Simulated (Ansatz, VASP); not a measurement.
Two plane-wave programs on Rh

```
Rh
1.0
     0.00000    1.81116    1.81116
     1.81116    0.00000    1.81116
     1.81116    1.81116    0.00000
Rh
1
Direct
  0.00000 0.00000 0.00000
```

Change from the starting cell: volume scaled by 0.88, PAW files.

Alike in both runs: task single point; functional PBEsol; k mesh 17 × 17 × 17; occupations fermi-dirac, width 0.05 eV; no spin polarisation.

```csv
,VASP,Ansatz
version,VASP 6.6.1,Ansatz 0.2.0
potentials or method,"VASP PAW PBE potentials, release 64 (Rh_pv)","PAW with Ansatz's default frozen-core files, scalar-relativistic"
plane-wave cutoff (eV),520,420
valence electrons in the cell,15,17
```

|  | VASP | Ansatz | Ansatz less VASP |
| --- | --- | --- | --- |
| pressure (GPa) | 52.1 | 52.1 | +0.02 |

VASP's potentials were made for PBE, not for PBEsol. Both programs put the cell under a high pressure, so it lies far from rest at this level. VASP's potentials hold 15 valence electrons a cell and Ansatz's 17, so a difference there can come from the potentials and not from the codes.
